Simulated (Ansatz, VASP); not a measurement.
**Two plane-wave programs on ZnS**

```
CELL_PARAMETERS angstrom
0.00000 2.64819 2.64819
2.64819 0.00000 2.64819
2.64819 2.64819 0.00000
ATOMIC_POSITIONS crystal
Zn 0.00000 0.00000 0.00000
S 0.75000 0.75000 0.75000
```

Alike in both runs: functional LDA; k mesh 10 × 10 × 10; occupations gaussian, width 0.02 eV; no spin polarisation.

Ansatz relaxed the structure, and its values are those at the end. VASP's run is a single point on that final structure, the one shown.

|  | VASP | Ansatz |
| --- | --- | --- |
| version | VASP 6.6.1 | Ansatz 0.2.0 |
| potentials or method | VASP PAW LDA potentials, release 64 (Zn, S), cutoff 520 eV | scalar-relativistic, plane waves, PAW |
| valence electrons in the cell | 18 | 18 |

VASP gave:

```
gap on the k mesh at the Fermi level (eV) : 2.16
least direct gap on the mesh (eV)         : 2.16
pressure (GPa)                            : 0.3
```

Question: Estimate Ansatz's values.

Answer: gap on the k mesh at the Fermi level (eV): 2.12; least direct gap on the mesh (eV): 2.12; pressure (GPa): 0.0.

Ansatz warns that its potentials were made for another functional, while VASP's fit it. LDA's correlation is that of Perdew and Zunger in VASP and of Perdew and Wang (1992) in Ansatz.
